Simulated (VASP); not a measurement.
**Mg3SnO: relaxation of cell and atoms with r2SCAN**

Mg3SnO:

```xyz
5
Lattice="4.3888 0.0000 0.0000 0.0000 4.3888 0.0000 0.0000 0.0000 4.3888" Properties=species:S:1:pos:R:3 pbc="T T T"
Sn    0.0000    0.0000    0.0000
O     2.1944    2.1944    2.1944
Mg    2.1944    2.1944    0.0000
Mg    2.1944    0.0000    2.1944
Mg    0.0000    2.1944    2.1944
```

```json
{
 "Program": "VASP 6.6.1",
 "Task": "relaxation of cell and atoms",
 "Functional": "r2SCAN",
 "Potentials or basis": "VASP PAW PBE potentials, release 64 (Sn_d, O, Mg)",
 "Cutoff": "600 eV",
 "k mesh": "6 × 6 × 6",
 "Occupations": "fermi-dirac, width 0.02 eV",
 "Spin": "no spin polarisation",
 "Dipole correction": "no",
 "Further INCAR settings": "ALGO = Normal; EDIFF = 1e-07; IBRION = 2; EDIFFG = -0.005; NSW = 80; ISIF = 3"
}
```

| Property | Result |
| --- | --- |
| Relaxed volume | 16.30 Å³/atom |
| Relaxed cell | a = 4.335 Å, b = 4.335 Å, c = 4.335 Å, α = 90.00°, β = 90.00°, γ = 90.00° |
| Space group after relaxing (to 0.1 Å) | Pm-3m (No. 221) |
| Energy gained by relaxing | 5.2 meV/atom |
| Ionic steps | 3 |
| Pressure after relaxing | 0.0 GPa |
| Band gap on the k mesh | 0.01 eV (least direct gap 0.50 eV) |

Step by step:
```
step  energy change (eV)  largest force (eV/Å)  pressure (GPa)  volume (Å³)
   1              0.0000                0.0000           -2.65        84.54
   2             -0.0256                0.0000            0.32        81.16
   3             -0.0259                0.0000            0.00        81.49
```

Final structure:
```cif
data_structure
_symmetry_space_group_name_H-M 'P 1'
_symmetry_Int_Tables_number 1
_cell_length_a 4.3355
_cell_length_b 4.3355
_cell_length_c 4.3355
_cell_angle_alpha 90.000
_cell_angle_beta 90.000
_cell_angle_gamma 90.000
_cell_volume 81.49
loop_
_atom_site_label
_atom_site_type_symbol
_atom_site_fract_x
_atom_site_fract_y
_atom_site_fract_z
_atom_site_occupancy
Sn1 Sn 0.00000 0.00000 0.00000 1
O1 O 0.50000 0.50000 0.50000 1
Mg1 Mg 0.50000 0.50000 0.00000 1
Mg2 Mg 0.50000 0.00000 0.50000 1
Mg3 Mg 0.00000 0.50000 0.50000 1
```

Levels at points of the mesh, in eV from the valence-band top:
| k point | band 11 | band 12 | band 13 | band 14 | band 15 | band 16 |
| --- | --- | --- | --- | --- | --- | --- |
| (0.00, 0.00, 0.00) | -0.54 | -0.54 | -0.54 | 0.69 | 0.69 | 2.40 |
| (0.50, 0.00, 0.00) | -5.23 | -0.72 | -0.72 | 1.84 | 3.59 | 3.96 |
| (0.50, 0.50, 0.00) | -2.95 | -2.95 | -0.42 | 0.39 | 2.92 | 3.20 |
| (0.50, 0.50, 0.50) | -3.85 | -3.85 | -3.85 | 1.76 | 1.76 | 1.76 |

It took 4.5 min on 1 thread of Intel Xeon 8259CL, with other jobs on the host, peak memory 0.26 GiB.

Caveat: the smearing spreads over this small gap; the PAW data sets were made with another functional, which shifts forces and pressure a little; spin-orbit coupling is left out, which moves the levels of the heavy elements. A k mesh can miss the band edges.
